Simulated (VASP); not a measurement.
# NiO (Fm-3m) in VASP: notebook

Runs on NiO. Level: r2SCAN. Tasks: single point.

Program: VASP 6.6.1. These are calculated values, not measurements. Logs are shortened: lines on timing, memory, paths and dates and some standing lists are left out, and cuts for length are marked.

## 1. The cell of the first run

It takes space group Fm-3m (No. 225, cubic). Conventional cell: a = 4.130 Å, b = 4.130 Å, c = 4.130 Å, α = 90.00°, β = 90.00°, γ = 90.00°. Ni (site symmetry m-3m) has 6 O at 2.06 Å within 2.7 Å. Within 2.7 Å of O (site symmetry m-3m) lie 6 Ni at 2.06 Å.

## 2. Single point, r2SCAN, collinear spin, ferromagnetic start

Contents of POSCAR:

```
NiO
1.0
    0.0000000000      2.0647901221      2.0647901221
    2.0647901221      0.0000000000      2.0647901221
    2.0647901221      2.0647901221      0.0000000000
Ni O
1 1
Direct
    0.0000000000      0.0000000000      0.0000000000
    0.5000000000      0.5000000000      0.5000000000
```

Contents of INCAR.step1:

```
PREC = Accurate
ENCUT = 520
ISMEAR = 0
SIGMA = 0.02
LREAL = F
LASPH = T
NELM = 150
ISPIN = 2
MAGMOM = 1.83 0.32
LMAXMIX = 4
NBANDS = 19
GGA = PE
ALGO = Normal
EDIFF = 1E-4
LWAVE = T
LCHARG = F
```

Contents of INCAR.step2:

```
PREC = Accurate
ENCUT = 520
EDIFF = 1E-6
ISMEAR = 0
SIGMA = 0.02
LREAL = F
LASPH = T
NELM = 150
ALGO = Normal
ISIF = 2
LWAVE = F
LCHARG = T
ISPIN = 2
MAGMOM = 1.83 0.32
LORBIT = 11
LMAXMIX = 4
METAGGA = R2SCAN
LMIXTAU = T
LELF = T
LVHAR = T
NBANDS = 19
ISTART = 1
```

Contents of KPOINTS:

```
regular mesh
0
Gamma
  12 12 12
```

Potentials or basis: VASP PAW PBE potentials, release 64 (Ni, O).

Started as:

```console
cat potpaw_PBE.64/Ni/POTCAR potpaw_PBE.64/O/POTCAR > POTCAR
cp INCAR.step1 INCAR
mpirun -np 1 vasp_std > vasp.out
cp INCAR.step2 INCAR
mpirun -np 1 vasp_std > vasp.out
```

OUTCAR:

```text
PREC = Accurate
   ENCUT = 520
   EDIFF = 1E-6
   ISMEAR = 0
   LREAL = F
   LASPH = T
   NELM = 150
   ISIF = 2
   ISPIN = 2
   LORBIT = 11
   METAGGA = R2SCAN
   ISTART = 1

 ion  position               nearest neighbor table
   1  0.000  0.000  0.000-   2 2.06   2 2.06   2 2.06   2 2.06   2 2.06   2 2.06
   2  0.500  0.500  0.500-   1 2.06   1 2.06   1 2.06   1 2.06   1 2.06   1 2.06

  LATTYP: Found a face centered cubic cell.
 ALAT       =     4.1295802442

  Lattice vectors:

 A1 = (   0.0000000000,   2.0647901221,   2.0647901221)
 A2 = (   2.0647901221,   0.0000000000,   2.0647901221)
 A3 = (   2.0647901221,   2.0647901221,   0.0000000000)

Analysis of symmetry for initial positions (statically):
=====================================================================
 Subroutine PRICEL returns:
 Original cell was already a primitive cell.

 Routine SETGRP: Setting up the symmetry group for a
 face centered cubic supercell.

 Subroutine GETGRP returns: Found 48 space group operations
 (whereof 48 operations were pure point group operations)
 out of a pool of 48 trial point group operations.

The static configuration has the point symmetry O_h .

Analysis of symmetry for dynamics (positions and initial velocities):
=====================================================================
 Subroutine PRICEL returns:
 Original cell was already a primitive cell.

 Routine SETGRP: Setting up the symmetry group for a
 face centered cubic supercell.

 Subroutine GETGRP returns: Found 48 space group operations
 (whereof 48 operations were pure point group operations)
 out of a pool of 48 trial point group operations.

The dynamic configuration has the point symmetry O_h .

Analysis of structural, dynamic, and magnetic symmetry:
=====================================================================
 Subroutine PRICEL returns:
 Original cell was already a primitive cell.

 Routine SETGRP: Setting up the symmetry group for a
 face centered cubic supercell.

 Subroutine GETGRP returns: Found 48 space group operations
 (whereof 48 operations were pure point group operations)
 out of a pool of 48 trial point group operations.

The overall configuration has the point symmetry O_h .

 Subroutine INISYM returns: Found 48 space group operations
 (whereof 48 operations are pure point group operations),
 and found     1 'primitive' translations

----------------------------------------------------------------------------------------

                                     Primitive cell

  volume of cell :      17.6059

  direct lattice vectors                    reciprocal lattice vectors
     0.000000000  2.064790122  2.064790122    -0.242155362  0.242155362  0.242155362
     2.064790122  0.000000000  2.064790122     0.242155362 -0.242155362  0.242155362
     2.064790122  2.064790122  0.000000000     0.242155362  0.242155362 -0.242155362

  length of vectors
     2.920054194  2.920054194  2.920054194     0.419425391  0.419425391  0.419425391

  position of ions in fractional coordinates (direct lattice)
     0.000000000  0.000000000  0.000000000
     0.500000000  0.500000000  0.500000000

  ion indices of the primitive-cell ions
   primitive index   ion index
                 1           1
                 2           2

----------------------------------------------------------------------------------------

 KPOINTS: regular mesh

Automatic generation of k-mesh.
 Grid dimensions read from file:
 generate k-points for:   12   12   12

 Generating k-lattice:

  Cartesian coordinates                     Fractional coordinates (reciprocal lattice)
    -0.020179614  0.020179614  0.020179614     0.083333333  0.000000000  0.000000000
     0.020179614 -0.020179614  0.020179614     0.000000000  0.083333333  0.000000000
     0.020179614  0.020179614 -0.020179614     0.000000000  0.000000000  0.083333333

  Length of vectors
     0.034952116  0.034952116  0.034952116

  Shift w.r.t. Gamma in fractional coordinates (k-lattice)
     0.000000000  0.000000000  0.000000000

 Subroutine IBZKPT returns following result:
 ===========================================

 Found     72 irreducible k-points:

 Following reciprocal coordinates:
            Coordinates               Weight
  0.000000  0.000000  0.000000      1.000000
  0.083333  0.000000  0.000000      8.000000
  0.166667  0.000000  0.000000      8.000000
  0.250000  0.000000  0.000000      8.000000
  0.333333  0.000000  0.000000      8.000000
  0.416667  0.000000  0.000000      8.000000
[... 16 lines left out ...]
  0.500000  0.166667  0.000000     24.000000
 -0.416667  0.166667  0.000000     24.000000
 [... further k-points ...]
   k-points           NKPTS =     72   k-points in BZ     NKDIM =     72   number of bands    NBANDS=     19
   number of dos      NEDOS =    301   number of ions     NIONS =      2
   total plane-waves  NPLWV =  13824
   dimension x,y,z NGX =    24 NGY =   24 NGZ =   24
   dimension x,y,z NGXF=    48 NGYF=   48 NGZF=   48
   ions per type =               1   1
   NGX,Y,Z   is equivalent  to a cutoff of  13.66, 13.66, 13.66 a.u.
   NGXF,Y,Z  is equivalent  to a cutoff of  27.33, 27.33, 27.33 a.u.
 SYSTEM =  unknown system
   PREC   = accura    normal or accurate (medium, high low for compatibility)
   ISTART =      1    job   : 0-new  1-cont  2-samecut
   ICHARG =      0    charge: 1-file 2-atom 10-const
   ISPIN  =      2    spin polarized calculation?
   LNONCOLLINEAR =      F non collinear calculations
   LSORBIT =      F    spin-orbit coupling
   LASPH  =      T    aspherical Exc in radial PAW
   ENCUT  =  520.0 eV  38.22 Ry    6.18 a.u.   5.43  5.43  5.43*2*pi/ulx,y,z
   NELM   =    150;   NELMIN=  2; NELMDL=  0     # of ELM steps
   EDIFF  = 0.1E-05   stopping-criterion for ELM
   LREAL  =      F    real-space projection
   EDIFFG = 0.1E-04   stopping-criterion for IOM
   NSW    =      0    number of steps for IOM
   IBRION =     -1    ionic relax: 0-MD 1-quasi-New 2-CG
   NFREE  =      0    steps in history (QN), initial steepest desc. (CG)
   ISIF   =      2    stress and relaxation
   ISYM   =      2    0-nonsym 1-usesym 2-fastsym
   POTIM  = 0.5000    time-step for ionic-motion
   TEBEG  =    0.0;   TEEND  =   0.0 temperature during run
   PSTRESS=    0.0 pullay stress
   NELECT =      16.0000    total number of electrons
   NUPDOWN=      -1.0000    fix difference up-down
   EMIN   =  10.00;   EMAX   =-10.00  energy-range for DOS
   EFERMI =   0.00;   METHOD = LEGACY
   ISMEAR =     0;   SIGMA  =   0.02  broadening in eV -4-tet -1-fermi 0-gaus
   EFERMI_NEDOS =   21; number of points for ismear=-14 and -15
   IALGO  =     38    algorithm
   IMIX   =      4    mixing-type and parameters
     AMIX     =   0.40;   BMIX     =  1.00
     AMIX_MAG =   1.60;   BMIX_MAG =  1.00
  volume/ion in A,a.u.               =       8.80        59.41
  Fermi-wavevector in a.u.,A,eV,Ry     =   1.585729  2.996593 34.212337  2.514536
  Thomas-Fermi vector in A             =   2.685149
   LORBIT       =     11    0 simple, 1 ext, 2 COOP (PROOUT), +10 PAW based schemes
   METAGGA = R2SCAN    functional components
   LHFCALC =     F    Hartree Fock is set to
   AEXX    =    0.0000 exact exchange contribution
   IVDW    =     0    specifies the selected vdW correction
   LEPSILON=     F    determine dielectric tensor
   LRPA    =     F    only Hartree local field effects (RPA)
 spin polarized calculation
 Gauss-broadening in eV      SIGMA  =   0.02
  energy-cutoff  :      520.00
  volume of cell :       17.61
 maximum number of plane-waves:       495
 NGX is ok and might be reduce to    24
   NGX = 11   NGY = 11   NGZ = 11

 number of electron      15.9999988 magnetization       2.0000556

 Free energy of the ion-electron system (eV)
  ---------------------------------------------------
  ext. energy  EPLUGINS =         0.00000000
  ---------------------------------------------------
  free energy    TOTEN  =       -20.08627497 eV

  energy without entropy =      -20.08627497  energy(sigma->0) =      -20.08627497

 E-fermi :   8.3646     XC(G=0): -13.6277

 val. band max:        8.0963838212   @ k =   0.5000   0.0000   0.0000
 cond. band min:       8.6853323754   @ k =   0.0000   0.0000   0.0000
 fundamental gap:      0.5889485542
 Fermi energy:         8.3645792483

 spin component 1

 k-point     1 :       0.0000    0.0000    0.0000
  band No.  band energies     occupation
      1     -13.4036      1.00000
      2       3.9957      1.00000
      3       3.9959      1.00000
      4       4.8577      1.00000
      5       4.8578      1.00000
      6       4.8578      1.00000
[... 11 lines left out ...]
     18      35.3134      0.00000
     19      35.3136      0.00000

 k-point     2 :       0.0833    0.0000    0.0000
  band No.  band energies     occupation
      1     -13.3217      1.00000
      2       3.5914      1.00000
      3       3.5915      1.00000
      4       4.1543      1.00000
      5       4.8253      1.00000
      6       4.8254      1.00000
[... 11 lines left out ...]
     18      36.7024      0.00000
     19      36.7027      0.00000

 k-point     3 :       0.1667    0.0000    0.0000
  band No.  band energies     occupation
      1     -13.0883      1.00000
      2       2.9388      1.00000
      3       2.9390      1.00000
      4       2.9506      1.00000
      5       4.9387      1.00000
      6       4.9388      1.00000
[... 11 lines left out ...]
     18      39.1135      0.00000
     19      39.1138      0.00000

 k-point     4 :       0.2500    0.0000    0.0000
  band No.  band energies     occupation
      1     -12.7474      1.00000
      2       1.6676      1.00000
      3       2.3504      1.00000
      4       2.3506      1.00000
      5       5.1191      1.00000
      6       5.1192      1.00000
[... 407 lines left out ...]
     18      39.8300      0.00000
     19      41.5290      0.00000

 k-point    23 :       0.5000    0.1667    0.0000
  band No.  band energies     occupation
      1     -11.9638      1.00000
      2       0.0786      1.00000
      3       1.5427      1.00000
      4       1.8060      1.00000
      5       5.2324      1.00000
      6       5.5429      1.00000
[... 11 lines left out ...]
     18      39.4048      0.00000
     19      41.1118      0.00000

 k-point    24 :      -0.4167    0.1667    0.0000
  band No.  band energies     occupation
      1     -11.9272      1.00000
      2      -0.0089      1.00000
      3       1.5992      1.00000
      4       1.6211      1.00000
      5       5.2905      1.00000
      6       5.5349      1.00000
[... 11 lines left out ...]
     18      40.2807      0.00000
     19      40.4978      0.00000

 [... further k-points ...]

 spin component 2

 k-point     1 :       0.0000    0.0000    0.0000
  band No.  band energies     occupation
      1     -12.8674      1.00000
      2       5.7389      1.00000
      3       5.7392      1.00000
      4       5.7393      1.00000
      5       5.7786      1.00000
      6       5.7786      1.00000
[... 11 lines left out ...]
     18      36.3605      0.00000
     19      36.3620      0.00000

 k-point     2 :       0.0833    0.0000    0.0000
  band No.  band energies     occupation
      1     -12.7812      1.00000
      2       4.8686      1.00000
      3       5.3437      1.00000
      4       5.3438      1.00000
      5       5.9786      1.00000
      6       5.9788      1.00000
[... 11 lines left out ...]
     18      37.6908      0.00000
     19      37.6918      0.00000

 k-point     3 :       0.1667    0.0000    0.0000
  band No.  band energies     occupation
      1     -12.5351      1.00000
      2       3.5779      1.00000
      3       4.7710      1.00000
      4       4.7711      1.00000
      5       6.1565      1.00000
      6       6.1568      1.00000
[... 11 lines left out ...]
     18      40.0943      0.00000
     19      40.0950      0.00000

 k-point     4 :       0.2500    0.0000    0.0000
  band No.  band energies     occupation
      1     -12.1745      1.00000
      2       2.2254      1.00000
      3       4.2058      1.00000
      4       4.2059      1.00000
      5       6.3548      1.00000
      6       6.3550      1.00000
[... 407 lines left out ...]
     18      40.4187      0.00000
     19      42.3760      0.00000

 k-point    23 :       0.5000    0.1667    0.0000
  band No.  band energies     occupation
      1     -11.3233      1.00000
      2       0.5511      1.00000
      3       3.0162      1.00000
      4       3.5510      1.00000
      5       6.4725      1.00000
      6       6.7801      1.00000
[... 11 lines left out ...]
     18      40.0732      0.00000
     19      41.9098      0.00000

 k-point    24 :      -0.4167    0.1667    0.0000
  band No.  band energies     occupation
      1     -11.2849      1.00000
      2       0.4703      1.00000
      3       2.9403      1.00000
      4       3.4711      1.00000
      5       6.6384      1.00000
      6       6.7143      1.00000
[... 11 lines left out ...]
     18      40.9874      0.00000
     19      41.2680      0.00000

 [... further k-points ...]
[... 5 lines left out ...]
  --------------------------------------------------------------------------------------
  -------------------------------------------------------------------------------------
  Total        1.1212706      1.1212706      1.1212706      0.0000000      0.0000000     -0.0000000
  in kB      102.0383154    102.0383154    102.0383154      0.0000000      0.0000000     -0.0000000
  external PRESSURE =     102.0383154 kB  Pullay stress =       0.0000000 kB

 VOLUME and BASIS-vectors are now :
 -----------------------------------------------------------------------------
  energy-cutoff  :      520.00
  volume of cell :       17.61
      direct lattice vectors                 reciprocal lattice vectors
     0.000000000  2.064790122  2.064790122    -0.242155362  0.242155362  0.242155362
     2.064790122  0.000000000  2.064790122     0.242155362 -0.242155362  0.242155362
     2.064790122  2.064790122  0.000000000     0.242155362  0.242155362 -0.242155362

 POSITION                                       TOTAL-FORCE (eV/Angst)
 -----------------------------------------------------------------------------------
      0.00000      0.00000      0.00000         0.000000     -0.000000      0.000000
      2.06479      2.06479      2.06479        -0.000000      0.000000     -0.000000
 -----------------------------------------------------------------------------------
    total drift:                                0.000000     -0.000000     -0.000000

  FREE ENERGIE OF THE ION-ELECTRON SYSTEM (eV)
  ---------------------------------------------------
  free  energy   TOTEN  =       -20.0862749682 eV

  energy  without entropy=      -20.0862749682  energy(sigma->0) =      -20.08627497

 total charge

# of ion       s       p       d       tot
------------------------------------------
    1        0.349   0.448   8.198   8.995
    2        1.555   3.516   0.000   5.071
--------------------------------------------------
tot          1.904   3.964   8.198  14.066

 magnetization (x)

# of ion       s       p       d       tot
------------------------------------------
    1        0.012   0.013   1.665   1.689
    2        0.030   0.251   0.000   0.280
--------------------------------------------------
tot          0.041   0.263   1.665   1.969
```

It took 2.3 min on 1 thread of AMD EPYC 9R45 (Zen 5), shared host; peak memory 0.15 GiB.

What came out:

- Free energy: -20.0863 eV
- Pressure: 10.2 GPa
- Band gap on the k mesh: 0.59 eV (least direct gap 1.70 eV)
- Net moment: 2.00 μB per cell
- Site moments: Ni +1.69; O +0.28 μB
- Valence electrons inside the program's atomic spheres: Ni 8.99; O 5.07

Caveat: the cell stands under pressure; semilocal functionals underestimate gaps, and a narrow one can read as zero; the PAW data sets were made with another functional, which shifts forces and pressure a little; a cell with one magnetic atom can't hold antiferromagnetic order, which such compounds often take.

(Continued in part 2 of 3.)
